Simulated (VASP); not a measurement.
# Co (P6_3/mmc) in VASP: further runs

Runs on Co. Level: PBEsol. Tasks: single point.

Program: VASP 6.6.1. These are calculated values, not measurements. Logs are shortened: lines on timing, memory, paths and dates and some standing lists are left out, and cuts for length are marked.

## Step 1: The cell of the first run

The structure is hexagonal, space group P6_3/mmc (No. 194). Conventional cell: a = 2.159 Å, b = 2.159 Å, c = 3.495 Å, α = 90.00°, β = 90.00°, γ = 120.00°. Within 2.8 Å of Co (site symmetry -6m2) lie 12 Co at 2.15 to 2.16 Å.

## Step 2: Single point, PBEsol, collinear spin, ferromagnetic start (volume scaled by 0.68)

The input, INCAR:

```
SYSTEM = Co
PREC = Accurate ; ENCUT = 520
EDIFF = 1E-6 ; ISMEAR = -1
SIGMA = 0.05 ; LREAL = .FALSE.
LASPH = .TRUE. ; NELM = 150
ALGO = Normal ; ISIF = 2
LWAVE = .FALSE. ; LCHARG = .FALSE.
ISPIN = 2 ; MAGMOM = 1.7 1.7
LORBIT = 11 ; LMAXMIX = 4
GGA = PS ; NBANDS = 20
```

The input, KPOINTS:

```
Automatic mesh
0
G
  20 20 11
  0 0 0
```

The input, POSCAR:

```
Co
1.0
    2.1592626726      0.0000000000      0.0000000000
   -1.0796313363      1.8699763279      0.0000000000
    0.0000000000      0.0000000000      3.4948451332
Co
2
Direct
    0.3333333333      0.6666666667      0.2500000000
    0.6666666667      0.3333333333      0.7500000000
```

Potentials or basis: VASP PAW PBE potentials, release 64 (Co).

Command:

```bash
> cat potpaw_PBE.64/Co/POTCAR > POTCAR
> mpirun -np 1 vasp_std > vasp.out
```

OUTCAR:

```text
SYSTEM = Co
   PREC = Accurate
   ENCUT = 520
   EDIFF = 1E-6
   ISMEAR = -1
   LREAL = .FALSE.
   LASPH = .TRUE.
   NELM = 150
   ISIF = 2
   ISPIN = 2
   LORBIT = 11
   GGA = PS

 ion  position               nearest neighbor table
   1  0.333  0.667  0.250-   2 2.15   2 2.15   2 2.15   2 2.15   2 2.15   2 2.15   2 3.04   2 3.04
                             2 3.04   2 3.04   2 3.04   2 3.04
   2  0.667  0.333  0.750-   1 2.15   1 2.15   1 2.15   1 2.15   1 2.15   1 2.15   1 3.04   1 3.04
                             1 3.04   1 3.04   1 3.04   1 3.04

  LATTYP: Found a hexagonal cell.
 ALAT       =     2.1592626726
 C/A-ratio  =     1.6185363539

  Lattice vectors:

 A1 = (   2.1592626726,   0.0000000000,   0.0000000000)
 A2 = (  -1.0796313363,   1.8699763279,   0.0000000000)
 A3 = (   0.0000000000,   0.0000000000,   3.4948451332)

Analysis of symmetry for initial positions (statically):
=====================================================================
 Subroutine PRICEL returns:
 Original cell was already a primitive cell.

 Routine SETGRP: Setting up the symmetry group for a
 hexagonal supercell.

 Subroutine GETGRP returns: Found 24 space group operations
 (whereof 12 operations were pure point group operations)
 out of a pool of 24 trial point group operations.

The static configuration has the point symmetry D_3d.
 The point group associated with its full space group is D_6h.

Analysis of symmetry for dynamics (positions and initial velocities):
=====================================================================
 Subroutine PRICEL returns:
 Original cell was already a primitive cell.

 Routine SETGRP: Setting up the symmetry group for a
 hexagonal supercell.

 Subroutine GETGRP returns: Found 24 space group operations
 (whereof 12 operations were pure point group operations)
 out of a pool of 24 trial point group operations.

The dynamic configuration has the point symmetry D_3d.
 The point group associated with its full space group is D_6h.

Analysis of structural, dynamic, and magnetic symmetry:
=====================================================================
 Subroutine PRICEL returns:
 Original cell was already a primitive cell.

 Routine SETGRP: Setting up the symmetry group for a
 hexagonal supercell.

 Subroutine GETGRP returns: Found 24 space group operations
 (whereof 12 operations were pure point group operations)
 out of a pool of 24 trial point group operations.

The overall configuration has the point symmetry D_3d.
 The point group associated with its full space group is D_6h.

 Subroutine INISYM returns: Found 24 space group operations
 (whereof 12 operations are pure point group operations),
[... 115 lines left out ...]
     AMIX     =   0.40;   BMIX     =  1.00
     AMIX_MAG =   1.60;   BMIX_MAG =  1.00
  volume/ion in A,a.u.               =       7.06        47.61
  Fermi-wavevector in a.u.,A,eV,Ry     =   1.775453  3.355120 42.888734  3.152233
  Thomas-Fermi vector in A             =   2.841244
   LORBIT       =     11    0 simple, 1 ext, 2 COOP (PROOUT), +10 PAW based schemes
   GGA     = PS    functional components
   LHFCALC =     F    Hartree Fock is set to
   AEXX    =    0.0000 exact exchange contribution
   IVDW    =     0    specifies the selected vdW correction
   LEPSILON=     F    determine dielectric tensor
   LRPA    =     F    only Hartree local field effects (RPA)
 spin polarized calculation
  energy-cutoff  :      520.00
  volume of cell :       14.11
 maximum number of plane-waves:       388
   NGX =  9   NGY =  9   NGZ = 13

 number of electron      18.0000000 magnetization      -0.0010388

 number of electron      18.0000000 magnetization       0.0007177

 Free energy of the ion-electron system (eV)
  ---------------------------------------------------
  ext. energy  EPLUGINS =         0.00000000
  ---------------------------------------------------
  free energy    TOTEN  =       -12.44762901 eV

  energy without entropy =      -12.42225558  energy(sigma->0) =      -12.43494230

 E-fermi :  18.1612     XC(G=0): -16.3448

 val. band max:       18.1595090903   @ k =   0.2500   0.1000   0.4545
 cond. band min:      18.1627078078   @ k =   0.3500   0.0500   0.1818
 fundamental gap:      0.0031987175
 Fermi energy:        18.1611742529

 spin component 1

 k-point     1 :       0.0000    0.0000    0.0000
  band No.  band energies     occupation
      1       6.1519      1.00000
      2      10.2363      1.00000
      3      14.7093      1.00000
      4      14.7578      1.00000
      5      14.7578      1.00000
      6      15.4262      1.00000
[... 541 lines left out ...]
     19      50.4503      0.00000
     20      52.4820      0.00000

 [... further k-points ...]

 spin component 2

 k-point     1 :       0.0000    0.0000    0.0000
  band No.  band energies     occupation
      1       6.1519      1.00000
      2      10.2365      1.00000
      3      14.7097      1.00000
      4      14.7581      1.00000
      5      14.7581      1.00000
      6      15.4266      1.00000
[... 541 lines left out ...]
     19      50.4504      0.00000
     20      52.4823      0.00000

 [... further k-points ...]
[... 5 lines left out ...]
  --------------------------------------------------------------------------------------
  -------------------------------------------------------------------------------------
  Total       18.6367030     18.6367030     18.6146395     -0.0000000      0.0000000     -0.0000000
  in kB     2115.9731124   2115.9731123   2113.4680699     -0.0000000      0.0000000     -0.0000000
  external PRESSURE =    2115.1380982 kB  Pullay stress =       0.0000000 kB

 VOLUME and BASIS-vectors are now :
 -----------------------------------------------------------------------------
  energy-cutoff  :      520.00
  volume of cell :       14.11
      direct lattice vectors                 reciprocal lattice vectors
     2.159262673  0.000000000  0.000000000     0.463121052  0.267383064  0.000000000
    -1.079631336  1.869976328  0.000000000     0.000000000  0.534766128  0.000000000
     0.000000000  0.000000000  3.494845133     0.000000000  0.000000000  0.286135712

 POSITION                                       TOTAL-FORCE (eV/Angst)
 -----------------------------------------------------------------------------------
     -0.00000      1.24665      0.87371         0.000000     -0.000000      0.000000
      1.07963      0.62333      2.62113        -0.000000      0.000000      0.000000
 -----------------------------------------------------------------------------------
    total drift:                                0.000000     -0.000000     -0.000000

  FREE ENERGIE OF THE ION-ELECTRON SYSTEM (eV)
  ---------------------------------------------------
  free  energy   TOTEN  =       -12.4476290141 eV

  energy  without entropy=      -12.4222555818  energy(sigma->0) =      -12.43494230

 total charge

# of ion       s       p       d       tot
------------------------------------------
    1        0.728   1.043   7.762   9.533
    2        0.728   1.043   7.762   9.533
--------------------------------------------------
tot          1.455   2.087  15.524  19.066

 magnetization (x)

# of ion       s       p       d       tot
------------------------------------------
    1       -0.000  -0.000   0.000   0.000
    2       -0.000  -0.000   0.000   0.000
--------------------------------------------------
tot         -0.000  -0.000   0.001   0.001
```

OSZICAR:

```text
N       E                     dE             d eps       ncg     rms          rms(c)
DAV:   1     0.840303909035E+02    0.84030E+02   -0.76007E+03 23468   0.132E+03
DAV:   2    -0.934950147754E+01   -0.93380E+02   -0.83219E+02 21440   0.231E+02
DAV:   3    -0.140108912717E+02   -0.46614E+01   -0.45190E+01 23592   0.590E+01
DAV:   4    -0.140770166380E+02   -0.66125E-01   -0.66077E-01 25820   0.628E+00
DAV:   5    -0.140790352481E+02   -0.20186E-02   -0.20185E-02 25240   0.111E+00    0.293E+01
DAV:   6    -0.126309888153E+02    0.14480E+01   -0.23619E+00 26780   0.376E+01    0.865E+00
DAV:   7    -0.124844052521E+02    0.14658E+00   -0.14858E-01 29204   0.550E+00    0.497E+00
DAV:   8    -0.124422079671E+02    0.42197E-01   -0.70880E-03 34056   0.116E+00    0.191E+00
DAV:   9    -0.124380687564E+02    0.41392E-02   -0.15061E-03 33512   0.715E-01    0.549E-01
DAV:  10    -0.124370645273E+02    0.10042E-02   -0.16943E-04 28936   0.206E-01    0.602E-01
DAV:  11    -0.124455484469E+02   -0.84839E-02   -0.46852E-03 28696   0.167E+00    0.411E-01
DAV:  12    -0.124470184903E+02   -0.14700E-02   -0.16365E-03 33964   0.711E-01    0.208E-01
DAV:  13    -0.124473086358E+02   -0.29015E-03   -0.16431E-04 32600   0.202E-01    0.129E-01
DAV:  14    -0.124475334135E+02   -0.22478E-03   -0.10165E-04 30572   0.244E-01    0.699E-02
DAV:  15    -0.124476191987E+02   -0.85785E-04   -0.94091E-05 33556   0.193E-01    0.267E-02
DAV:  16    -0.124476237651E+02   -0.45664E-05   -0.91593E-06 26548   0.302E-02    0.210E-02
DAV:  17    -0.124476289449E+02   -0.51798E-05   -0.97853E-06 30764   0.754E-02    0.283E-03
DAV:  18    -0.124476290141E+02   -0.69163E-07   -0.66972E-07 16596   0.122E-02
   1 F= -.12447629E+02 E0= -.12434942E+02  d E =-.253734E-01  mag=     0.0015
```

stdout:

```text
POSCAR found type information on POSCAR Co
 POSCAR found :  1 types and       2 ions
 scaLAPACK will be used
 -----------------------------------------------------------------------------
|                                                                             |
|                                                                             |
|     You enforced a specific xc type in the INCAR file but a different       |
|     I HOPE YOU KNOW WHAT YOU ARE DOING!                                     |
|                                                                             |
 -----------------------------------------------------------------------------

 LDA part: xc-table for (Slater+PW92), standard interpolation
 POSCAR, INCAR and KPOINTS ok, starting setup
 FFT: planning ... GRIDC
 FFT: planning ... GRID_SOFT
 FFT: planning ... GRID
 WAVECAR not read
 entering main loop
```

It took 5.1 min on 1 thread of AMD EPYC 7R43 (Zen 3), shared host; peak memory 0.17 GiB.

What came out:

| Item | Value |
| --- | --- |
| Free energy | -12.4476 eV |
| Pressure | 211.5 GPa |
| Band gap on the k mesh | zero (filled and empty bands overlap) |
| Net moment | 0.00 μB per cell |

Caveat: the cell differs from its parent crystal (volume scaled by 0.68); the starting moments collapsed, and a magnetic state may lie lower; the PAW data sets were made with another functional, which shifts forces and pressure a little.

## Step 3: Single point, PBEsol, collinear spin, ferromagnetic start

This run uses another cell than the first one, of 7.89 Å³/atom, 1.118 times its volume.

The input, INCAR:

```
PREC = Accurate ; ENCUT = 520
EDIFF = 1E-6 ; ISMEAR = -1
SIGMA = 0.05 ; LREAL = False
LASPH = True ; NELM = 150
ALGO = Normal ; ISIF = 2
LWAVE = False ; LCHARG = True
ISPIN = 2 ; MAGMOM = 1.7 1.7
LORBIT = 11 ; LMAXMIX = 4
GGA = PS ; LELF = True
LVHAR = True ; NBANDS = 20
```

The input, KPOINTS:

```
Automatic mesh
0
Gamma
  20 20 11
```

The input, POSCAR:

```
Co
1.0
    2.2418719590      0.0000000000      0.0000000000
   -1.1209359795      1.9415180685      0.0000000000
    0.0000000000      0.0000000000      3.6234473867
Co
2
Direct
    0.3333333333      0.6666666667      0.2500000000
    0.6666666667      0.3333333333      0.7500000000
```

Potentials or basis: VASP PAW PBE potentials, release 64 (Co).

Command:

```bash
> cat potpaw_PBE.64/Co/POTCAR > POTCAR
> mpirun -np 1 vasp_std > vasp.out
```

It took 4.8 min on 1 thread of AMD EPYC 7R43 (Zen 3), shared host; peak memory 0.18 GiB.

The run converged. Its results:

```yaml
Free_energy: -14.0741 eV
Pressure: 113.1 GPa
Net_moment: 1.37 μB per cell
Site_moments: Co +0.66 μB
```

Stress tensor (GPa, compression positive):
```
113.15   0.00   0.00
  0.00 113.15   0.00
  0.00   0.00 112.99
```

Levels at points of the mesh, in eV from the Fermi level:
Spin up:
```
           k point  band 7  band 8  band 9  band 10  band 11  band 12  band 13  band 14
(0.00, 0.00, 0.00)   -2.58   -2.01   -2.01    -0.36    -0.18    -0.18     9.74    24.31
(0.50, 0.00, 0.00)   -2.46    0.07    0.23     0.33     2.48     5.27    12.55    13.63
```
Spin down:
```csv
k point,band 6,band 7,band 8,band 9,band 10,band 11
"(0.00, 0.00, 0.00)",-1.88,-1.88,-1.23,-1.23,-0.30,0.65
"(0.50, 0.00, 0.00)",-2.40,-1.80,0.86,1.08,1.12,3.05
```

Caveat: the PAW data sets were made with another functional, which shifts forces and pressure a little.

## Step 4: Single point, PBEsol, collinear spin, ferromagnetic start

This run uses another cell than the first one, of 8.72 Å³/atom, 1.235 times its volume.

The input, INCAR:

```
SYSTEM = Co
PREC = Accurate
ENCUT = 520
EDIFF = 1E-6
ISMEAR = -1
SIGMA = 0.05
LREAL = .False.
LASPH = .True.
NELM = 150
ALGO = Normal
ISIF = 2
LWAVE = .False.
LCHARG = .False.
ISPIN = 2
MAGMOM = 1.7 1.7
LORBIT = 11
LMAXMIX = 4
GGA = PS
NBANDS = 20
```

The input, KPOINTS:

```
regular mesh
0
Gamma
  20 20 11
  0 0 0
```

The input, POSCAR:

```
Co
1.0
    2.3188398834      0.0000000000      0.0000000000
   -1.1594199417      2.0081742463      0.0000000000
    0.0000000000      0.0000000000      3.7434129659
Co
2
Direct
    0.3333333333      0.6666666667      0.2500000000
    0.6666666667      0.3333333333      0.7500000000
```

Command:

```bash
> cat potpaw_PBE.64/Co/POTCAR > POTCAR
> mpirun -np 1 vasp_std > vasp.out
```

It took 3.4 min on 1 thread of AMD EPYC 7R43 (Zen 3), shared host; peak memory 0.2 GiB.

It converged, with:

```
Free energy                                           : -14.9496 eV
Pressure                                              : 60.7 GPa
Net moment                                            : 2.70 μB per cell
Site moments                                          : Co +1.33 μB
Valence electrons inside the program's atomic spheres : Co 8.80
```

Stress tensor (GPa, compression positive):
```
60.70  0.00  0.00
 0.00 60.70  0.00
 0.00  0.00 60.58
```

Levels at points of the mesh, in eV from the Fermi level:
Spin up:
```
           k point  band 8  band 9  band 10  band 11  band 12  band 13
(0.00, 0.00, 0.00)   -1.95   -1.95    -0.39    -0.39    -0.18     8.60
(0.50, 0.00, 0.00)   -0.21   -0.05     0.01     2.07     4.61    11.62
```
Spin down:
| k point | band 4 | band 5 | band 6 | band 7 | band 8 | band 9 | band 10 | band 11 |
| --- | --- | --- | --- | --- | --- | --- | --- | --- |
| (0.00, 0.00, 0.00) | -1.56 | -1.56 | -1.04 | -1.04 | -0.48 | -0.48 | -0.10 | 1.19 |
| (0.50, 0.00, 0.00) | -2.33 | -1.78 | -1.57 | -1.02 | 1.37 | 1.57 | 1.60 | 3.20 |

Caveat: the PAW data sets were made with another functional, which shifts forces and pressure a little.

## Step 5: Single point, PBEsol, collinear spin, ferromagnetic start

The input, INCAR:

```
PREC = Accurate ; ENCUT = 520
EDIFF = 1E-7 ; ISMEAR = -1
SIGMA = 0.05 ; LREAL = F
LASPH = T ; NELM = 150
ALGO = Normal ; ISIF = 2
LWAVE = F ; LCHARG = F
ISPIN = 2 ; MAGMOM = 1.7 1.7
LORBIT = 11 ; LMAXMIX = 4
GGA = PS ; NBANDS = 20
```

The input, KPOINTS:

```
regular mesh
0
Gamma
  20 20 11
```

POSCAR is that of step 4.

Command:

```bash
> cat potpaw_PBE.64/Co/POTCAR > POTCAR
> mpirun -np 1 vasp_std > vasp.out
```

Run time: 4 min. Hardware: 1 thread of AMD EPYC 7R43 (Zen 3), shared host; peak memory 0.19 GiB.

The run converged. Its results:

```yaml
Free_energy: -14.9496 eV
Pressure: 60.7 GPa
Net_moment: 2.70 μB per cell
Site_moments: Co +1.33 μB
Valence_electrons_inside_the_program's_atomic_spheres: Co 8.80
```

Stress tensor (GPa, compression positive):
```
60.77  0.00  0.00
 0.00 60.77  0.00
 0.00  0.00 60.65
```

Levels at points of the mesh, in eV from the Fermi level:
Spin up:
```csv
k point,band 6,band 7,band 8,band 9,band 10,band 11,band 12,band 13,band 14,band 15
"(0.00, 0.00, 0.00)",-2.45,-2.45,-1.95,-1.95,-0.39,-0.39,-0.18,8.60,23.71,27.53
"(0.50, 0.00, 0.00)",-2.80,-2.33,-0.21,-0.05,0.01,2.07,4.61,11.62,12.55,14.95
```
Spin down:
```
           k point  band 5  band 6  band 7  band 8  band 9  band 10
(0.00, 0.00, 0.00)   -1.56   -1.04   -1.04   -0.48   -0.48    -0.10
(0.50, 0.00, 0.00)   -1.78   -1.57   -1.02    1.37    1.57     1.60
```

Caveat: the PAW data sets were made with another functional, which shifts forces and pressure a little.
